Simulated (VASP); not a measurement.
# N in VASP: notebook, part 2 of 2

VASP 6.6.1. Earlier steps stand in the parts before.

### 4 Single point, PBEsol (strained)

INCAR reads:

```
SYSTEM = N
PREC = Accurate
ENCUT = 520
EDIFF = 1E-7
ISMEAR = 0
SIGMA = 0.1
LREAL = .FALSE.
LASPH = .TRUE.
NELM = 60
ALGO = Normal
ISIF = 2
LWAVE = .FALSE.
LCHARG = .TRUE.
GGA = PS
LELF = .TRUE.
LVHAR = .TRUE.
NBANDS = 8
```

KPOINTS reads:

```
regular mesh
0
G
  20 20 20
  0 0 0
```

POSCAR reads:

```
N
1.0
    0.0000000000      1.4933499170      1.5399641753
    1.4933499170      0.0000000000      1.5399641753
    1.4933499170      1.4933499170      0.0000000000
N
1
Direct
    0.0000000000      0.0000000000      0.0000000000
```

Potentials or basis: VASP PAW PBE potentials, release 64 (N).

The run is started by

```console
$ cat potpaw_PBE.64/N/POTCAR > POTCAR
$ mpirun -np 1 vasp_std > vasp.out
```

OUTCAR:

```text
SYSTEM = N
   PREC = Accurate
   ENCUT = 520
   EDIFF = 1E-7
   ISMEAR = 0
   LREAL = .FALSE.
   LASPH = .TRUE.
   NELM = 60
   ISIF = 2
   GGA = PS

 ion  position               nearest neighbor table
   1  0.000  0.000  0.000-

  LATTYP: Found a body centered tetragonal cell.
 ALAT       =     2.1119157060
 C/A-ratio  =     1.4583576143

  Lattice vectors:

 A1 = (  -1.4933499170,   0.0000000000,   1.5399641753)
 A2 = (   1.4933499170,   0.0000000000,   1.5399641753)
 A3 = (   0.0000000000,   1.4933499170,  -1.5399641753)

Analysis of symmetry for initial positions (statically):
=====================================================================
 Subroutine PRICEL returns:
 Original cell was already a primitive cell.

 Routine SETGRP: Setting up the symmetry group for a
 body centered tetragonal supercell.

 Subroutine GETGRP returns: Found 16 space group operations
 (whereof 16 operations were pure point group operations)
 out of a pool of 16 trial point group operations.

The static configuration has the point symmetry D_4h.

Analysis of symmetry for dynamics (positions and initial velocities):
=====================================================================
 Subroutine PRICEL returns:
 Original cell was already a primitive cell.

 Routine SETGRP: Setting up the symmetry group for a
 body centered tetragonal supercell.

 Subroutine GETGRP returns: Found 16 space group operations
 (whereof 16 operations were pure point group operations)
 out of a pool of 16 trial point group operations.

The dynamic configuration has the point symmetry D_4h.

 Subroutine INISYM returns: Found 16 space group operations
 (whereof 16 operations are pure point group operations),
 and found     1 'primitive' translations

----------------------------------------------------------------------------------------

                                     Primitive cell

  volume of cell :       6.8685

  direct lattice vectors                    reciprocal lattice vectors
     0.000000000  1.493349917  1.539964175    -0.334817710  0.334817710  0.324682878
     1.493349917  0.000000000  1.539964175     0.334817710 -0.334817710  0.324682878
     1.493349917  1.493349917  0.000000000     0.334817710  0.334817710 -0.324682878

  length of vectors
     2.145130214  2.145130214  2.111915706     0.574129575  0.574129575  0.574129575

  position of ions in fractional coordinates (direct lattice)
     0.000000000  0.000000000  0.000000000

  ion indices of the primitive-cell ions
   primitive index   ion index
                 1           1

----------------------------------------------------------------------------------------

 KPOINTS: regular mesh

Automatic generation of k-mesh.
 Grid dimensions read from file:
 generate k-points for:   20   20   20

 Generating k-lattice:

  Cartesian coordinates                     Fractional coordinates (reciprocal lattice)
    -0.016740886  0.016740886  0.016234144     0.050000000  0.000000000  0.000000000
     0.016740886 -0.016740886  0.016234144     0.000000000  0.050000000  0.000000000
     0.016740886  0.016740886 -0.016234144    -0.000000000 -0.000000000  0.050000000

  Length of vectors
     0.028706479  0.028706479  0.028706479

  Shift w.r.t. Gamma in fractional coordinates (k-lattice)
     0.000000000  0.000000000  0.000000000

 Subroutine IBZKPT returns following result:
 ===========================================

 Found    641 irreducible k-points:

 Following reciprocal coordinates:
            Coordinates               Weight
  0.000000  0.000000  0.000000      1.000000
  0.050000  0.000000  0.000000      8.000000
  0.100000  0.000000  0.000000      8.000000
  0.150000 -0.000000  0.000000      8.000000
  0.200000  0.000000  0.000000      8.000000
  0.250000 -0.000000  0.000000      8.000000
[... 16 lines left out ...]
 -0.400000  0.050000  0.000000      8.000000
 -0.350000  0.050000  0.000000      8.000000
 [... further k-points ...]
   k-points           NKPTS =    641   k-points in BZ     NKDIM =    641   number of bands    NBANDS=      8
   number of dos      NEDOS =    301   number of ions     NIONS =      1
   total plane-waves  NPLWV =   4096
   dimension x,y,z NGX =    16 NGY =   16 NGZ =   16
   dimension x,y,z NGXF=    32 NGYF=   32 NGZF=   32
   ions per type =               1
   NGX,Y,Z   is equivalent  to a cutoff of  12.40, 12.40, 12.59 a.u.
   NGXF,Y,Z  is equivalent  to a cutoff of  24.80, 24.80, 25.19 a.u.
 SYSTEM =  N
   PREC   = accura    normal or accurate (medium, high low for compatibility)
   ISTART =      0    job   : 0-new  1-cont  2-samecut
   ICHARG =      2    charge: 1-file 2-atom 10-const
   ISPIN  =      1    spin polarized calculation?
   LNONCOLLINEAR =      F non collinear calculations
   LSORBIT =      F    spin-orbit coupling
   LASPH  =      T    aspherical Exc in radial PAW
   ENCUT  =  520.0 eV  38.22 Ry    6.18 a.u.   3.99  3.99  3.93*2*pi/ulx,y,z
   NELM   =     60;   NELMIN=  2; NELMDL= -5     # of ELM steps
   EDIFF  = 0.1E-06   stopping-criterion for ELM
   LREAL  =      F    real-space projection
   EDIFFG = 0.1E-05   stopping-criterion for IOM
   NSW    =      0    number of steps for IOM
   IBRION =     -1    ionic relax: 0-MD 1-quasi-New 2-CG
   NFREE  =      0    steps in history (QN), initial steepest desc. (CG)
   ISIF   =      2    stress and relaxation
   ISYM   =      2    0-nonsym 1-usesym 2-fastsym
   POTIM  = 0.5000    time-step for ionic-motion
   TEBEG  =    0.0;   TEEND  =   0.0 temperature during run
   PSTRESS=    0.0 pullay stress
   NELECT =       5.0000    total number of electrons
   NUPDOWN=      -1.0000    fix difference up-down
   EMIN   =  10.00;   EMAX   =-10.00  energy-range for DOS
   EFERMI =   0.00;   METHOD = LEGACY
   ISMEAR =     0;   SIGMA  =   0.10  broadening in eV -4-tet -1-fermi 0-gaus
   EFERMI_NEDOS =   21; number of points for ismear=-14 and -15
   IALGO  =     38    algorithm
   IMIX   =      4    mixing-type and parameters
     AMIX     =   0.40;   BMIX     =  1.00
     AMIX_MAG =   1.60;   BMIX_MAG =  1.00
  volume/ion in A,a.u.               =       6.87        46.35
  Fermi-wavevector in a.u.,A,eV,Ry     =   1.472686  2.782974 29.508382  2.168805
  Thomas-Fermi vector in A             =   2.587671
   LORBIT       =      0    0 simple, 1 ext, 2 COOP (PROOUT), +10 PAW based schemes
   GGA     = PS    functional components
   LHFCALC =     F    Hartree Fock is set to
   AEXX    =    0.0000 exact exchange contribution
   IVDW    =     0    specifies the selected vdW correction
   LEPSILON=     F    determine dielectric tensor
   LRPA    =     F    only Hartree local field effects (RPA)
 non-spin polarized calculation
 Gauss-broadening in eV      SIGMA  =   0.10
  energy-cutoff  :      520.00
  volume of cell :        6.87
 maximum number of plane-waves:       196
   NGX =  7   NGY =  7   NGZ =  7

 number of electron       5.0000000 magnetization

 Free energy of the ion-electron system (eV)
  ---------------------------------------------------
  ext. energy  EPLUGINS =         0.00000000
  ---------------------------------------------------
  free energy    TOTEN  =        -4.31193840 eV

  energy without entropy =       -4.30949264  energy(sigma->0) =       -4.31071552

 E-fermi :   6.6831     XC(G=0): -13.3357

 val. band max:        6.6776790497   @ k =  -0.1500   0.1500   0.0500
 cond. band min:       6.6955983843   @ k =  -0.1500   0.4500   0.4000
 fundamental gap:      0.0179193347
 Fermi energy:         6.6830721309

 k-point     1 :       0.0000    0.0000    0.0000
  band No.  band energies     occupation
      1     -14.6773      2.00000
      2      11.2124      0.00000
      3      11.2834      0.00000
      4      11.2834      0.00000
      5      32.4159      0.00000
      6      39.3547      0.00000
      7      39.8004      0.00000
      8      39.8004      0.00000
[... 243 lines left out ...]
 k-point    24 :      -0.3500    0.0500    0.0000
  band No.  band energies     occupation
      1      -9.4736      2.00000
      2       1.0550      2.00000
      3       9.4796      0.00000
      4      10.4378      0.00000
      5      30.5769      0.00000
      6      34.2783      0.00000
      7      37.5528      0.00000
      8      38.5559      0.00000

 [... further k-points ...]

------------------------ aborting loop because EDIFF is reached ----------------------------------------

  FORCE on cell =-STRESS in cart. coord.  units (eV):
  Direction    XX          YY          ZZ          XY          YZ          ZX
  --------------------------------------------------------------------------------------
  -------------------------------------------------------------------------------------
  Total        0.2655298      0.2655298      0.8636447      0.0000000     -0.0000000     -0.0000000
  in kB       61.9384169     61.9384169    201.4567912      0.0000000     -0.0000000     -0.0000000
  external PRESSURE =     108.4445417 kB  Pullay stress =       0.0000000 kB

 VOLUME and BASIS-vectors are now :
 -----------------------------------------------------------------------------
  energy-cutoff  :      520.00
  volume of cell :        6.87
      direct lattice vectors                 reciprocal lattice vectors
     0.000000000  1.493349917  1.539964175    -0.334817710  0.334817710  0.324682878
     1.493349917  0.000000000  1.539964175     0.334817710 -0.334817710  0.324682878
     1.493349917  1.493349917  0.000000000     0.334817710  0.334817710 -0.324682878

 POSITION                                       TOTAL-FORCE (eV/Angst)
 -----------------------------------------------------------------------------------
      0.00000      0.00000      0.00000         0.000000      0.000000     -0.000000
 -----------------------------------------------------------------------------------
    total drift:                               -0.000000      0.000000      0.000000

  FREE ENERGIE OF THE ION-ELECTRON SYSTEM (eV)
  ---------------------------------------------------
  free  energy   TOTEN  =        -4.3119383973 eV

  energy  without entropy=       -4.3094926448  energy(sigma->0) =       -4.31071552
```

Run time: 8.5 s. Hardware: 1 thread of Intel Xeon Platinum 8559C (Emerald Rapids), shared host; peak memory 0.13 GiB.

Results:

```yaml
Free_energy: -4.3119 eV
Pressure: 10.8 GPa
```

Caveat: the cell differs from its parent crystal (strained); the PAW data sets were made with another functional, which shifts forces and pressure a little.

### 5 Single point, PBEsol (strained)

INCAR reads:

```
PREC = Accurate
ENCUT = 520
EDIFF = 1E-6
ISMEAR = 0
SIGMA = 0.1
LREAL = False
LASPH = True
NELM = 60
ALGO = Normal
ISIF = 2
LWAVE = False
LCHARG = False
GGA = PS
NBANDS = 8
```

KPOINTS reads:

```
regular mesh
0
Gamma
  20 20 20
```

POSCAR reads:

```
N
1.0
    0.0000000000      1.6018368341      1.4626777350
    1.4521429126      0.0091674708      1.4535102642
    1.4521429126      1.5926693633      0.0091674708
N
1
Direct
    0.0000000000      0.0000000000      0.0000000000
```

The run is started by

```console
$ cat potpaw_PBE.64/N/POTCAR > POTCAR
$ mpirun -np 1 vasp_std > vasp.out
```

It took 22 s on 1 thread of Intel Xeon Platinum 8559C (Emerald Rapids), shared host; peak memory 0.19 GiB.

Results (log left out):

```
Free energy : -4.3386 eV
Pressure    : 15.8 GPa
```

Stress tensor (GPa, compression positive):
```
 4.91  0.00  0.00
 0.00 36.75  2.94
 0.00  2.94  5.88
```

Levels at points of the mesh, in eV from the Fermi level:
```tsv
k point	band 1	band 2	band 3	band 4	band 5	band 6	band 7	band 8
(0.00, 0.00, 0.00)	-21.65	4.48	4.82	4.84	26.31	32.44	33.92	33.98
(0.50, 0.00, 0.00)	-13.74	-9.42	2.64	4.13	23.09	28.69	30.05	32.63
(0.00, 0.50, 0.00)	-13.54	-9.37	2.46	4.05	22.66	28.74	29.73	32.54
(0.50, 0.50, 0.00)	-9.89	-7.31	-0.83	0.24	14.71	18.30	35.73	40.58
(0.50, 0.00, 0.50)	-12.06	-8.48	1.17	1.18	17.08	20.45	33.51	44.97
(0.00, 0.50, 0.50)	-9.88	-7.29	-0.87	0.25	14.67	18.30	35.77	40.58
```

Caveat: the cell differs from its parent crystal (strained); the PAW data sets were made with another functional, which shifts forces and pressure a little.

### 6 Single point, PBEsol (the cell strained at random)

INCAR reads:

```
ALGO = Normal
EDIFF = 1E-7
ENCUT = 520
GGA = PS
ISIF = 2
ISMEAR = 0
LASPH = True
LCHARG = False
LREAL = False
LWAVE = False
NBANDS = 8
NELM = 100
PREC = Accurate
SIGMA = 0.1
```

KPOINTS reads:

```
k-points
0
Gamma
  20 20 20
```

POSCAR reads:

```
N
1.0
   -0.0040243643      1.4786508875      1.5073652706
    1.4957117061     -0.0102706749      1.5136115813
    1.4937694453      1.4829549374     -0.0083284141
N
1
Direct
    0.0000000000      0.0000000000      0.0000000000
```

Potentials or basis: VASP PAW PBE potentials, release 64 (N).

The run is started by

```console
$ cat potpaw_PBE.64/N/POTCAR > POTCAR
$ mpirun -np 1 vasp_std > vasp.out
```

OUTCAR:

```text
EDIFF = 1E-7
   ENCUT = 520
   GGA = PS
   ISIF = 2
   ISMEAR = 0
   LASPH = True
   LREAL = False
   NELM = 100
   PREC = Accurate

 ion  position               nearest neighbor table
   1  0.000  0.000  0.000-

  LATTYP: Found a triclinic cell.
 ALAT       =     2.1133231452
 B/A-ratio  =     1.4164952449
 C/A-ratio  =     0.9991532704
 COS(alpha) =     0.0037981925
 COS(beta)  =     0.4926134595
 COS(gamma) =     0.7110583558

  Lattice vectors:

 A1 = (  -1.4997360704,   1.4889215624,  -0.0062463107)
 A2 = (  -2.9935055157,   0.0059666250,   0.0020821034)
 A3 = (  -0.0040243643,   1.4786508875,   1.5073652706)

Analysis of symmetry for initial positions (statically):
=====================================================================
 Subroutine PRICEL returns:
 Original cell was already a primitive cell.

 Routine SETGRP: Setting up the symmetry group for a
 triclinic supercell.

 Subroutine GETGRP returns: Found  2 space group operations
 (whereof  2 operations were pure point group operations)
 out of a pool of  2 trial point group operations.
[... 156 lines left out ...]
  ---------------------------------------------------
  free energy    TOTEN  =        -4.29663815 eV

  energy without entropy =       -4.29425262  energy(sigma->0) =       -4.29544539

 E-fermi :   6.9729     XC(G=0): -13.4404

 val. band max:        6.9726376388   @ k =   0.4500   0.5000   0.0500
 cond. band min:       6.9733508263   @ k =   0.4500  -0.2500   0.3500
 fundamental gap:      0.0007131875
 Fermi energy:         6.9729368498

 k-point     1 :       0.0000    0.0000    0.0000
  band No.  band energies     occupation
      1     -14.6644      2.00000
      2      11.5677      0.00000
      3      11.6454      0.00000
      4      11.7412      0.00000
      5      33.2079      0.00000
      6      39.8373      0.00000
      7      40.1598      0.00000
      8      40.5425      0.00000
[... 243 lines left out ...]
 k-point    24 :      -0.4000    0.0500   -0.0000
  band No.  band energies     occupation
      1      -8.0456      2.00000
      2      -0.5475      2.00000
      3       9.8046      0.00000
      4      10.5298      0.00000
      5      30.9181      0.00000
      6      34.5065      0.00000
      7      37.9938      0.00000
      8      38.3414      0.00000

 [... further k-points ...]
[... 5 lines left out ...]
  --------------------------------------------------------------------------------------
  -------------------------------------------------------------------------------------
  Total        0.6350219      0.5070968      0.8734839     -0.0229482     -0.0813689     -0.0122670
  in kB      151.0141501    120.5923533    207.7226264     -5.4573006    -19.3502949     -2.9172171
  external PRESSURE =     159.7763766 kB  Pullay stress =       0.0000000 kB

 VOLUME and BASIS-vectors are now :
 -----------------------------------------------------------------------------
  energy-cutoff  :      520.00
  volume of cell :        6.74
      direct lattice vectors                 reciprocal lattice vectors
    -0.004024364  1.478650887  1.507365271    -0.333153343  0.337444630  0.331503237
     1.495711706 -0.010270675  1.513611581     0.333619018 -0.334205769  0.328730050
     1.493769445  1.482954937 -0.008328414     0.334497001  0.335549427 -0.328264376

 POSITION                                       TOTAL-FORCE (eV/Angst)
 -----------------------------------------------------------------------------------
      0.00000      0.00000      0.00000         0.000000      0.000000      0.000000
 -----------------------------------------------------------------------------------
    total drift:                               -0.000000      0.000000     -0.000000

  FREE ENERGIE OF THE ION-ELECTRON SYSTEM (eV)
  ---------------------------------------------------
  free  energy   TOTEN  =        -4.2966381496 eV

  energy  without entropy=       -4.2942526239  energy(sigma->0) =       -4.29544539
```

OSZICAR:

```text
N       E                     dE             d eps       ncg     rms          rms(c)
DAV:   1    -0.395319033556E+00   -0.39532E+00   -0.26677E+03 72856   0.546E+02
DAV:   2    -0.428508171755E+01   -0.38898E+01   -0.36528E+01 81672   0.680E+01
DAV:   3    -0.429999303421E+01   -0.14911E-01   -0.14884E-01 73016   0.361E+00
DAV:   4    -0.429999613813E+01   -0.31039E-05   -0.31034E-05 87360   0.507E-02
DAV:   5    -0.429999613854E+01   -0.41149E-09   -0.40734E-09 74848   0.412E-04    0.122E+00
DAV:   6    -0.429695241314E+01    0.30437E-02   -0.50287E-03 68304   0.500E-01    0.683E-01
DAV:   7    -0.429658124523E+01    0.37117E-03   -0.36246E-03 66656   0.426E-01    0.135E-01
DAV:   8    -0.429663808227E+01   -0.56837E-04   -0.54427E-05 68728   0.772E-02    0.619E-03
DAV:   9    -0.429663814955E+01   -0.67279E-07   -0.22175E-07 75168   0.534E-03
   1 F= -.42966381E+01 E0= -.42954454E+01  d E =-.238553E-02
```

Run time: 41 s. Hardware: 1 thread of Intel Xeon Platinum 8559C (Emerald Rapids), shared host; peak memory 0.27 GiB.

Results:

```
Free energy : -4.2966 eV
Pressure    : 16.0 GPa
```

Stress tensor (GPa, compression positive):
```
15.10 -0.55 -0.29
-0.55 12.06 -1.94
-0.29 -1.94 20.77
```

Caveat: the cell differs from its parent crystal (the cell strained at random); the PAW data sets were made with another functional, which shifts forces and pressure a little.

### 7 Overview

```tsv
level	cell	k mesh	gap on the mesh (eV)	pressure (GPa)
PBE	a = 2.123 Å, angles 60.0°, 1 atom	22 × 22 × 22	none	26.6
PBEsol	a = 2.211 Å, angles 60.0°, 1 atom	22 × 22 × 22	none	-10.6
PBEsol	a = 2.145, b = 2.145, c = 2.112 Å, angles 60.5, 60.5, 59.0°, 1 atom	20 × 20 × 20	none	10.8
PBEsol	a = 2.169, b = 2.055, c = 2.155 Å, angles 61.2, 56.7, 61.3°, 1 atom	20 × 20 × 20	none	15.8
PBEsol	a = 2.112, b = 2.128, c = 2.105 Å, angles 60.5, 60.7, 59.8°, 1 atom	20 × 20 × 20	none	16.0
```

Alike in all rows: task single point; potentials or basis VASP PAW PBE potentials, release 64 (N); no spin polarisation; cutoff (eV) 520; smearing gaussian 0.1 eV.

Caveats: the PAW data sets were made with another functional, which shifts forces and pressure a little (some runs).

Total energies depend on the potentials used, so only differences within one code and one set of settings carry meaning.
